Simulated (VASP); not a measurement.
# Si2W (P6_222) in VASP: further runs

The runs below take Si2W through single point, with PBEsol+U.

Everything below comes from runs of VASP 6.6.1. Logs are shortened: lines on timing, memory, paths and dates and some standing lists are left out, and cuts for length are marked.

### 1 The cell of the first run

It takes space group P6_222 (No. 180, hexagonal). Conventional cell: a = 4.617 Å, b = 4.617 Å, c = 6.653 Å, α = 90.00°, β = 90.00°, γ = 120.00°. Within 3.4 Å of W (site symmetry 222) lie 10 Si at 2.59 to 2.69 Å and 4 W at 3.20 Å. Within 3.4 Å of Si (site symmetry 2) lie 9 Si at 2.57 to 3.23 Å and 5 W at 2.59 to 2.69 Å.

### 2 Single point, PBEsol+U

Input file POSCAR:

```
Si2W
1.0
    4.6168523821      0.0000000000      0.0000000000
   -2.3084261911      3.9983114484      0.0000000000
    0.0000000000      0.0000000000      6.6532220000
W Si
3 6
Direct
    0.5000000000      0.0000000000      0.5000000000
    0.5000000000      0.5000000000      0.8333333333
    0.0000000000      0.5000000000      0.1666666667
    0.3272520000      0.1636260000      0.1666666667
    0.8363740000      0.1636260000      0.8333333333
    0.1636260000      0.3272520000      0.5000000000
    0.6727480000      0.8363740000      0.1666666667
    0.1636260000      0.8363740000      0.8333333333
    0.8363740000      0.6727480000      0.5000000000
```

Input file INCAR.step1:

```
SYSTEM = Si2W
PREC = Accurate
ENCUT = 520
EDIFF = 1E-7
ISMEAR = -1
SIGMA = 0.05
LREAL = .FALSE.
LASPH = .TRUE.
NELM = 150
ALGO = Normal
ISIF = 2
LWAVE = .FALSE.
LCHARG = .TRUE.
LMAXMIX = 4
LDAU = .TRUE.
LDAUTYPE = 2
LDAUL = 2 -1
LDAUU = 5 0
LDAUJ = 0 0
LDAUPRINT = 1
GGA = PS
NBANDS = 43
```

Input file KPOINTS.step1:

```
Automatic mesh
0
G
  7 7 4
  0 0 0
```

Input file INCAR.step2:

```
SYSTEM = Si2W
PREC = Accurate
ENCUT = 520
EDIFF = 1E-7
ISMEAR = -5
SIGMA = 0.05
LREAL = .FALSE.
LASPH = .TRUE.
NELM = 150
ALGO = Normal
ISIF = 2
LWAVE = .FALSE.
LCHARG = .FALSE.
LMAXMIX = 4
LDAU = .TRUE.
LDAUTYPE = 2
LDAUL = 2 -1
LDAUU = 5 0
LDAUJ = 0 0
LDAUPRINT = 1
GGA = PS
LORBIT = 11
NEDOS = 2001
ICHARG = 11
```

Input file KPOINTS.step2:

```
Automatic mesh
0
G
  11 11 6
  0 0 0
```

Potentials or basis: VASP PAW PBE potentials, release 64 (W_sv, Si).

On the command line:

```sh
$ cat potpaw_PBE.64/W_sv/POTCAR potpaw_PBE.64/Si/POTCAR > POTCAR
$ cp INCAR.step1 INCAR
$ cp KPOINTS.step1 KPOINTS
$ mpirun -np 1 vasp_std > vasp.out
$ cp INCAR.step2 INCAR
$ cp KPOINTS.step2 KPOINTS
$ mpirun -np 1 vasp_std > vasp.out
```

OUTCAR:

```text
SYSTEM = Si2W
   PREC = Accurate
   ENCUT = 520
   EDIFF = 1E-7
   ISMEAR = -5
   LREAL = .FALSE.
   LASPH = .TRUE.
   NELM = 150
   ISIF = 2
   GGA = PS
   LORBIT = 11
   ICHARG = 11

 ion  position               nearest neighbor table
   1  0.500  0.000  0.500-   5 2.59   8 2.59   7 2.59   4 2.59   6 2.65   9 2.65   9 2.65   6 2.65
                             6 2.69   9 2.69   3 3.20   3 3.20   2 3.20   2 3.20
   2  0.500  0.500  0.833-   6 2.59   9 2.59   7 2.59   4 2.59   8 2.65   5 2.65   8 2.65   5 2.65
                             8 2.69   5 2.69   1 3.20   1 3.20   3 3.20   3 3.20
   3  0.000  0.500  0.167-   6 2.59   9 2.59   8 2.59   5 2.59   4 2.65   7 2.65   7 2.65   4 2.65
                             7 2.69   4 2.69   1 3.20   1 3.20   2 3.20   2 3.20
   4  0.327  0.164  0.167-   6 2.57   8 2.57   1 2.59   2 2.59   7 2.62   3 2.65   3 2.65   3 2.69
                             7 2.69   7 2.69
   5  0.836  0.164  0.833-   6 2.57   7 2.57   1 2.59   3 2.59   8 2.62   2 2.65   2 2.65   2 2.69
                             8 2.69   8 2.69
   6  0.164  0.327  0.500-   5 2.57   4 2.57   2 2.59   3 2.59   9 2.62   1 2.65   1 2.65   1 2.69
                             9 2.69   9 2.69
   7  0.673  0.836  0.167-   9 2.57   5 2.57   1 2.59   2 2.59   4 2.62   3 2.65   3 2.65   3 2.69
                             4 2.69   4 2.69
   8  0.164  0.836  0.833-   9 2.57   4 2.57   1 2.59   3 2.59   5 2.62   2 2.65   2 2.65   2 2.69
                             5 2.69   5 2.69
   9  0.836  0.673  0.500-   8 2.57   7 2.57   2 2.59   3 2.59   6 2.62   1 2.65   1 2.65   1 2.69
                             6 2.69   6 2.69

  LATTYP: Found a hexagonal cell.
 ALAT       =     4.6168523821
 C/A-ratio  =     1.4410731488

  Lattice vectors:

 A1 = (   4.6168523821,   0.0000000000,   0.0000000000)
 A2 = (  -2.3084261911,   3.9983114484,   0.0000000000)
 A3 = (   0.0000000000,   0.0000000000,   6.6532220000)

Analysis of symmetry for initial positions (statically):
=====================================================================
 Subroutine PRICEL returns:
 Original cell was already a primitive cell.

 Routine SETGRP: Setting up the symmetry group for a
 hexagonal supercell.

 Subroutine GETGRP returns: Found 12 space group operations
 (whereof  4 operations were pure point group operations)
 out of a pool of 24 trial point group operations.

The static configuration has the point symmetry D_2 .
 The point group associated with its full space group is D_6 .
[... 264 lines left out ...]
  o =  0.3698  v =  0.5000  0.0000  0.0000 -0.0000 -0.8660  0.0000  0.0000  0.0000  0.0000  0.0000      0.0000  0.0000  0.0000  0.0000  0.0000  0.0000  0.0000  0.0000  0.0000  0.0000
  o =  0.3698  v =  0.0000  0.0000  0.0000  0.0000  0.0000  0.5000  0.0000  0.0000 -0.0000 -0.8660      0.0000  0.0000  0.0000  0.0000  0.0000  0.0000  0.0000  0.0000  0.0000  0.0000
  o =  0.3807  v =  0.0000 -0.8660  0.0000  0.5000 -0.0000  0.0000  0.0000  0.0000  0.0000  0.0000      0.0000  0.0000  0.0000  0.0000  0.0000  0.0000  0.0000  0.0000  0.0000  0.0000
  o =  0.3807  v =  0.0000  0.0000  0.0000  0.0000  0.0000  0.0000 -0.8660  0.0000  0.5000 -0.0000      0.0000  0.0000  0.0000  0.0000  0.0000  0.0000  0.0000  0.0000  0.0000  0.0000
  o =  0.4448  v =  0.0000  0.0000  0.0000  0.0000  0.0000  0.3958 -0.0000 -0.8894 -0.0000  0.2285      0.0000  0.0000  0.0000  0.0000  0.0000  0.0000  0.0000  0.0000  0.0000  0.0000
  o =  0.4448  v =  0.3958 -0.0000 -0.8894 -0.0000  0.2285  0.0000  0.0000  0.0000  0.0000  0.0000      0.0000  0.0000  0.0000  0.0000  0.0000  0.0000  0.0000  0.0000  0.0000  0.0000

 number of electron      66.0000007 magnetization

 Free energy of the ion-electron system (eV)
  ---------------------------------------------------
  ext. energy  EPLUGINS =         0.00000000
  ---------------------------------------------------
  free energy    TOTEN  =       -62.15328924 eV

  energy without entropy =      -62.15328924  energy(sigma->0) =      -62.15328924

 E-fermi :  12.3184     XC(G=0): -12.5548

 val. band max:       12.3014337613   @ k =   0.4545   0.0000   0.5000
 cond. band min:      12.6157608497   @ k =   0.2727   0.1818   0.0000
 fundamental gap:      0.3143270884
 Fermi energy:        12.3183633016

 k-point     1 :       0.0000    0.0000    0.0000
  band No.  band energies     occupation
      1     -62.4745      2.00000
      2     -62.4629      2.00000
      3     -62.4627      2.00000
      4     -26.8069      2.00000
      5     -26.7899      2.00000
      6     -26.7898      2.00000
[... 997 lines left out ...]
     38      14.3819      0.00000
     39      14.7610      0.00000

 [... further k-points ...]
[... 5 lines left out ...]
  --------------------------------------------------------------------------------------
  -------------------------------------------------------------------------------------
  Total       -0.5244394     -0.5244394     -0.7560288      0.0000000      0.0000000      0.0000000
  in kB       -6.8414987     -6.8414987     -9.8626654      0.0000000      0.0000000      0.0000000
  external PRESSURE =      -7.8485543 kB  Pullay stress =       0.0000000 kB

 VOLUME and BASIS-vectors are now :
 -----------------------------------------------------------------------------
  energy-cutoff  :      520.00
  volume of cell :      122.82
      direct lattice vectors                 reciprocal lattice vectors
     4.616852382  0.000000000  0.000000000     0.216597785  0.125052790  0.000000000
    -2.308426191  3.998311448  0.000000000     0.000000000  0.250105579  0.000000000
     0.000000000  0.000000000  6.653222000     0.000000000  0.000000000  0.150303116

 POSITION                                       TOTAL-FORCE (eV/Angst)
 -----------------------------------------------------------------------------------
      2.30843      0.00000      3.32661        -0.000000      0.000000      0.000000
      1.15421      1.99916      5.54435        -0.000000      0.000000     -0.000000
     -1.15421      1.99916      1.10887        -0.000000      0.000000     -0.000000
      1.13316      0.65423      1.10887        -0.053851     -0.031091      0.000000
      3.48370      0.65423      5.54435         0.053851     -0.031091      0.000000
     -0.00000      1.30846      3.32661         0.000000     -0.062181      0.000000
      1.17527      3.34408      1.10887         0.053851      0.031091      0.000000
     -1.17527      3.34408      5.54435        -0.053851      0.031091      0.000000
      2.30843      2.68986      3.32661        -0.000000      0.062181      0.000000
 -----------------------------------------------------------------------------------
    total drift:                               -0.000000     -0.000000      0.000000

  FREE ENERGIE OF THE ION-ELECTRON SYSTEM (eV)
  ---------------------------------------------------
  free  energy   TOTEN  =       -62.1532892418 eV

  energy  without entropy=      -62.1532892418  energy(sigma->0) =      -62.15328924

 total charge

# of ion       s       p       d       tot
------------------------------------------
    1        2.311   6.303   3.499  12.113
    2        2.311   6.303   3.499  12.113
    3        2.311   6.303   3.499  12.113
    4        0.737   0.883   0.000   1.620
    5        0.737   0.883   0.000   1.620
    6        0.737   0.883   0.000   1.620
    7        0.737   0.883   0.000   1.620
    8        0.737   0.883   0.000   1.620
    9        0.737   0.883   0.000   1.620
--------------------------------------------------
tot         11.354  24.209  10.497  46.059
```

OUTCAR.step1:

```text
SYSTEM = Si2W
   PREC = Accurate
   ENCUT = 520
   EDIFF = 1E-7
   ISMEAR = -1
   LREAL = .FALSE.
   LASPH = .TRUE.
[... 1464 lines left out ...]
      1.17527      3.34408      1.10887         0.055599      0.032100     -0.000000
     -1.17527      3.34408      5.54435        -0.055599      0.032100     -0.000000
      2.30843      2.68986      3.32661        -0.000000      0.064200     -0.000000
 -----------------------------------------------------------------------------------
    total drift:                               -0.000000     -0.000000      0.000000

  FREE ENERGIE OF THE ION-ELECTRON SYSTEM (eV)
  ---------------------------------------------------
  free  energy   TOTEN  =       -62.1513924331 eV

  energy  without entropy=      -62.1502752577  energy(sigma->0) =      -62.15083385
```

Wall time 7.1 min (1 thread of Oxide Virtual Turin-like, shared host); peak memory 0.35 GiB.

Results:

```yaml
Valence_electrons_inside_the_program's_atomic_spheres: W 12.11; Si 1.62
```

Eigenvalues of the final occupation matrices:
```csv
site,spin,trace,eigenvalues
site 1 d,1,1.78,0.27 0.32 0.37 0.38 0.44
site 1 d,2,1.78,0.27 0.32 0.37 0.38 0.44
site 2 d,1,1.78,0.27 0.32 0.37 0.38 0.44
site 2 d,2,1.78,0.27 0.32 0.37 0.38 0.44
site 3 d,1,1.78,0.27 0.32 0.37 0.38 0.44
site 3 d,2,1.78,0.27 0.32 0.37 0.38 0.44
```

Caveat: the PAW data sets were made with another functional, which shifts forces and pressure a little; spin-orbit coupling is left out, which moves the levels of the heavy elements; the U is typed as a test and isn't derived for this compound.

### 3 Single point, PBEsol+U

POSCAR is that of step 2.

Input file INCAR.step1:

```
SYSTEM = Si2W
  PREC = Accurate
  ENCUT = 520
  EDIFF = 1E-6
  ISMEAR = -1
  SIGMA = 0.05
  LREAL = .FALSE.
  LASPH = .TRUE.
  NELM = 150
  ALGO = Normal
  ISIF = 2
  LWAVE = .FALSE.
  LCHARG = .TRUE.
  LMAXMIX = 4
  LDAU = .TRUE.
  LDAUTYPE = 2
  LDAUL = 2 -1
  LDAUU = 6 0
  LDAUJ = 0 0
  LDAUPRINT = 1
  GGA = PS
  NBANDS = 43
```

KPOINTS.step1 is that of step 2.

Input file INCAR.step2:

```
SYSTEM = Si2W
  PREC = Accurate
  ENCUT = 520
  EDIFF = 1E-6
  ISMEAR = -5
  SIGMA = 0.05
  LREAL = .FALSE.
  LASPH = .TRUE.
  NELM = 150
  ALGO = Normal
  ISIF = 2
  LWAVE = .FALSE.
  LCHARG = .FALSE.
  LMAXMIX = 4
  LDAU = .TRUE.
  LDAUTYPE = 2
  LDAUL = 2 -1
  LDAUU = 6 0
  LDAUJ = 0 0
  LDAUPRINT = 1
  GGA = PS
  LORBIT = 11
  NEDOS = 1001
  ICHARG = 11
```

KPOINTS.step2 is that of step 2.

Potentials or basis: VASP PAW PBE potentials, release 64 (W_sv, Si).

On the command line:

```sh
$ cat potpaw_PBE.64/W_sv/POTCAR potpaw_PBE.64/Si/POTCAR > POTCAR
$ cp INCAR.step1 INCAR
$ cp KPOINTS.step1 KPOINTS
$ mpirun -np 1 vasp_std > vasp.out
$ cp INCAR.step2 INCAR
$ cp KPOINTS.step2 KPOINTS
$ mpirun -np 1 vasp_std > vasp.out
```

Wall time 6.8 min (1 thread of Oxide Virtual Turin-like, shared host); peak memory 0.35 GiB.

It converged, with:

```yaml
Valence_electrons_inside_the_program's_atomic_spheres: W 12.09; Si 1.62
```

Levels at points of the mesh, in eV from the valence-band top:
| k point | band 31 | band 32 | band 33 | band 34 | band 35 | band 36 |
| --- | --- | --- | --- | --- | --- | --- |
| (0.00, 0.00, 0.00) | -2.87 | -2.62 | -0.99 | 2.18 | 2.18 | 2.45 |
| (0.00, 0.00, 0.50) | -2.63 | -0.67 | -0.67 | 1.84 | 2.10 | 2.10 |

Eigenvalues of the final occupation matrices:
| site | spin | trace | eigenvalues |
| --- | --- | --- | --- |
| site 1 d | 1 | 1.77 | 0.26 0.31 0.37 0.38 0.45 |
| site 1 d | 2 | 1.77 | 0.26 0.31 0.37 0.38 0.45 |
| site 2 d | 1 | 1.77 | 0.26 0.31 0.37 0.38 0.45 |
| site 2 d | 2 | 1.77 | 0.26 0.31 0.37 0.38 0.45 |
| site 3 d | 1 | 1.77 | 0.26 0.31 0.37 0.38 0.45 |
| site 3 d | 2 | 1.77 | 0.26 0.31 0.37 0.38 0.45 |

Caveat: the PAW data sets were made with another functional, which shifts forces and pressure a little; spin-orbit coupling is left out, which moves the levels of the heavy elements; the U is typed as a test and isn't derived for this compound.
